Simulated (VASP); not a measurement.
# Zr (Pm-3m) in VASP: notebook, part 2 of 2

VASP 6.6.1.

## Step 4: Single point, PBE (volume scaled by 0.45)

INCAR reads:

```
SYSTEM = Zr
PREC = Accurate
ENCUT = 520
EDIFF = 1E-7
ISMEAR = -1
SIGMA = 0.1
LREAL = .FALSE.
LASPH = .TRUE.
NELM = 80
ALGO = Normal
ISIF = 2
LWAVE = .FALSE.
LCHARG = .FALSE.
GGA = PE
NBANDS = 12
```

KPOINTS reads:

```
Automatic mesh
0
G
  14 14 14
  0 0 0
```

POSCAR reads:

```
Zr
1.0
    2.2346895044      0.0000000000      0.0000000000
    0.0000000000      2.2346895044      0.0000000000
    0.0000000000      0.0000000000      2.2346895044
Zr
1
Direct
    0.0000000000      0.0000000000      0.0000000000
```

Started as:

```
> cat potpaw_PBE.64/Zr_sv/POTCAR > POTCAR
> mpirun -np 1 vasp_std > vasp.out
```

Run time: 6.2 s. Hardware: 1 thread of Intel Xeon 6975P-C (Granite Rapids), shared host; peak memory 0.12 GiB.

The run converged. Its results:

```yaml
Free_energy: -2.0918 eV
Pressure: 262.2 GPa
Band_gap_on_the_k_mesh: zero (band 6 reaches 21.24 eV, above the bottom of band 7 at 13.86 eV)
```

Levels at points of the mesh, in eV from the Fermi level:
```csv
k point,band 2,band 3,band 4,band 5,band 6,band 7,band 8,band 9,band 10,band 11
"(0.00, 0.00, 0.00)",-23.90,-23.90,-23.90,-5.44,-5.44,-4.40,12.14,12.14,12.14,21.48
"(0.50, 0.00, 0.00)",-31.77,-22.93,-22.93,-3.37,-0.44,3.45,3.45,3.49,13.24,13.54
"(0.50, 0.50, 0.00)",-30.25,-30.25,-22.04,-9.32,0.48,5.38,5.38,11.40,11.40,17.80
"(0.50, 0.50, 0.50)",-28.93,-28.93,-28.93,-6.00,-6.00,-6.00,4.81,18.60,18.60,27.30
```

## Step 5: Single point, PBE (volume scaled by 0.55)

INCAR reads:

```
SYSTEM = Zr
PREC = Accurate
ENCUT = 520
EDIFF = 1E-6
ISMEAR = -1
SIGMA = 0.1
LREAL = .FALSE.
LASPH = .TRUE.
NELM = 60
ALGO = Normal
ISIF = 2
LWAVE = .FALSE.
LCHARG = .TRUE.
GGA = PE
LELF = .TRUE.
LVHAR = .TRUE.
NBANDS = 12
```

KPOINTS is that of step 4.

POSCAR reads:

```
Zr
1.0
    2.3892811007      0.0000000000      0.0000000000
    0.0000000000      2.3892811007      0.0000000000
    0.0000000000      0.0000000000      2.3892811007
Zr
1
Direct
    0.0000000000      0.0000000000      0.0000000000
```

Potentials or basis: VASP PAW PBE potentials, release 64 (Zr_sv).

Started as:

```
> cat potpaw_PBE.64/Zr_sv/POTCAR > POTCAR
> mpirun -np 1 vasp_std > vasp.out
```

OUTCAR:

```text
SYSTEM = Zr
   PREC = Accurate
   ENCUT = 520
   EDIFF = 1E-6
   ISMEAR = -1
   LREAL = .FALSE.
   LASPH = .TRUE.
   NELM = 60
   ISIF = 2
   GGA = PE

 ion  position               nearest neighbor table
   1  0.000  0.000  0.000-

  LATTYP: Found a simple cubic cell.
 ALAT       =     2.3892811007

  Lattice vectors:

 A1 = (   2.3892811007,   0.0000000000,   0.0000000000)
 A2 = (   0.0000000000,   2.3892811007,   0.0000000000)
 A3 = (   0.0000000000,   0.0000000000,   2.3892811007)

Analysis of symmetry for initial positions (statically):
=====================================================================
 Subroutine PRICEL returns:
 Original cell was already a primitive cell.

 Routine SETGRP: Setting up the symmetry group for a
 simple cubic supercell.

 Subroutine GETGRP returns: Found 48 space group operations
 (whereof 48 operations were pure point group operations)
 out of a pool of 48 trial point group operations.

The static configuration has the point symmetry O_h .

Analysis of symmetry for dynamics (positions and initial velocities):
=====================================================================
 Subroutine PRICEL returns:
 Original cell was already a primitive cell.

 Routine SETGRP: Setting up the symmetry group for a
 simple cubic supercell.

 Subroutine GETGRP returns: Found 48 space group operations
 (whereof 48 operations were pure point group operations)
 out of a pool of 48 trial point group operations.

The dynamic configuration has the point symmetry O_h .

 Subroutine INISYM returns: Found 48 space group operations
 (whereof 48 operations are pure point group operations),
 and found     1 'primitive' translations

----------------------------------------------------------------------------------------

                                     Primitive cell

  volume of cell :      13.6396

[... 105 lines left out ...]
     AMIX     =   0.40;   BMIX     =  1.00
     AMIX_MAG =   1.60;   BMIX_MAG =  1.00
  volume/ion in A,a.u.               =      13.64        92.04
  Fermi-wavevector in a.u.,A,eV,Ry     =   1.568681  2.964377 33.480678  2.460760
  Thomas-Fermi vector in A             =   2.670676
   LORBIT       =      0    0 simple, 1 ext, 2 COOP (PROOUT), +10 PAW based schemes
   GGA     = PE    functional components
   LHFCALC =     F    Hartree Fock is set to
   AEXX    =    0.0000 exact exchange contribution
   IVDW    =     0    specifies the selected vdW correction
   LEPSILON=     F    determine dielectric tensor
   LRPA    =     F    only Hartree local field effects (RPA)
 non-spin polarized calculation
  energy-cutoff  :      520.00
  volume of cell :       13.64
 maximum number of plane-waves:       379
 NGX is ok and might be reduce to    18
   NGX =  9   NGY =  9   NGZ =  9

 number of electron      12.0000000 magnetization

 Free energy of the ion-electron system (eV)
  ---------------------------------------------------
  ext. energy  EPLUGINS =         0.00000000
  ---------------------------------------------------
  free energy    TOTEN  =        -4.97583000 eV

  energy without entropy =       -4.94871556  energy(sigma->0) =       -4.96227278

 E-fermi :  16.0274     XC(G=0): -13.6961

 val. band max:       16.0208307930   @ k =   0.5000   0.1429   0.1429
 cond. band min:      16.0282155712   @ k =   0.3571   0.2143   0.2143
 fundamental gap:      0.0073847782
 Fermi energy:        16.0274087001

 k-point     1 :       0.0000    0.0000    0.0000
  band No.  band energies     occupation
      1     -33.3967      2.00000
      2      -8.3385      2.00000
      3      -8.3385      2.00000
      4      -8.3385      2.00000
      5      11.0425      2.00000
      6      12.0059      2.00000
      7      12.0059      2.00000
      8      26.1828      0.00000
      9      26.1828      0.00000
     10      26.1828      0.00000
     11      34.9067      0.00000
     12      34.9067      0.00000
[... 331 lines left out ...]
 k-point    24 :       0.3571    0.2143    0.0000
  band No.  band energies     occupation
      1     -32.2457      2.00000
      2     -12.4196      2.00000
      3     -10.0394      2.00000
      4      -7.6575      2.00000
      5      13.4184      2.00000
      6      14.4415      2.00000
      7      18.4291      0.00000
      8      20.8102      0.00000
      9      22.3198      0.00000
     10      23.7814      0.00000
     11      30.3033      0.00000
     12      35.0310      0.00000

 [... further k-points ...]
[... 5 lines left out ...]
  --------------------------------------------------------------------------------------
  -------------------------------------------------------------------------------------
  Total       10.8549127     10.8549127     10.8549127      0.0000000      0.0000000     -0.0000000
  in kB     1275.0733622   1275.0733622   1275.0733622      0.0000000      0.0000000     -0.0000000
  external PRESSURE =    1275.0733622 kB  Pullay stress =       0.0000000 kB

 VOLUME and BASIS-vectors are now :
 -----------------------------------------------------------------------------
  energy-cutoff  :      520.00
  volume of cell :       13.64
      direct lattice vectors                 reciprocal lattice vectors
     2.389281101  0.000000000  0.000000000     0.418535935  0.000000000  0.000000000
     0.000000000  2.389281101  0.000000000     0.000000000  0.418535935  0.000000000
     0.000000000  0.000000000  2.389281101     0.000000000  0.000000000  0.418535935

 POSITION                                       TOTAL-FORCE (eV/Angst)
 -----------------------------------------------------------------------------------
      0.00000      0.00000      0.00000         0.000000      0.000000      0.000000
 -----------------------------------------------------------------------------------
    total drift:                               -0.000000      0.000000      0.000000

  FREE ENERGIE OF THE ION-ELECTRON SYSTEM (eV)
  ---------------------------------------------------
  free  energy   TOTEN  =        -4.9758299953 eV

  energy  without entropy=       -4.9487155632  energy(sigma->0) =       -4.96227278
```

OSZICAR:

```text
N       E                     dE             d eps       ncg     rms          rms(c)
DAV:   1     0.945140309160E+02    0.94514E+02   -0.75171E+03  2920   0.107E+03
DAV:   2    -0.233328486321E+01   -0.96847E+02   -0.93141E+02  3304   0.293E+02
DAV:   3    -0.496308411351E+01   -0.26298E+01   -0.25741E+01  4000   0.415E+01
DAV:   4    -0.500743345545E+01   -0.44349E-01   -0.44292E-01  3268   0.518E+00
DAV:   5    -0.500869803101E+01   -0.12646E-02   -0.12645E-02  3820   0.631E-01    0.324E+01
DAV:   6    -0.494260299322E+01    0.66095E-01   -0.19181E-01  4016   0.409E+00    0.168E+01
DAV:   7    -0.497261692393E+01   -0.30014E-01   -0.14280E-01  4360   0.326E+00    0.145E+00
DAV:   8    -0.497588977839E+01   -0.32729E-02   -0.16187E-02  3048   0.147E+00    0.200E-01
DAV:   9    -0.497585936067E+01    0.30418E-04   -0.63513E-04  3472   0.253E-01    0.217E-02
DAV:  10    -0.497583190053E+01    0.27460E-04   -0.23930E-05  3676   0.515E-02    0.104E-02
DAV:  11    -0.497583080157E+01    0.10990E-05   -0.74585E-07  2520   0.736E-03    0.272E-03
DAV:  12    -0.497582999530E+01    0.80628E-06   -0.34047E-07  1784   0.580E-03
   1 F= -.49758300E+01 E0= -.49622728E+01  d E =-.271144E-01
```

stdout:

```text
POSCAR found type information on POSCAR Zr
 POSCAR found :  1 types and       1 ions
 scaLAPACK will be used
 LDA part: xc-table for (Slater+PW92), standard interpolation
 POSCAR, INCAR and KPOINTS ok, starting setup
 FFT: planning ... GRIDC
 FFT: planning ... GRID_SOFT
 FFT: planning ... GRID
 WAVECAR not read
 entering main loop
```

It took 6 s on 1 thread of Intel Xeon 6975P-C (Granite Rapids), shared host; peak memory 0.12 GiB.

Results:

```
Free energy            : -4.9758 eV
Pressure               : 127.5 GPa
Band gap on the k mesh : zero (band 6 reaches 17.66 eV, above the bottom of band 7 at 11.72 eV)
```

## Step 6: Overview

| cell | gap on the mesh (eV) | pressure (GPa) |
| --- | --- | --- |
| a = 2.149 Å, 1 atom | none | 390.3 |
| a = 2.235 Å, 1 atom | none | 262.2 |
| a = 2.389 Å, 1 atom | none | 127.5 |

Alike in all rows: task single point; level PBE; potentials or basis VASP PAW PBE potentials, release 64 (Zr_sv); no spin polarisation; k mesh 14 × 14 × 14; cutoff (eV) 520; smearing fermi-dirac 0.1 eV.

Total energies depend on the potentials used, so only differences within one code and one set of settings carry meaning.
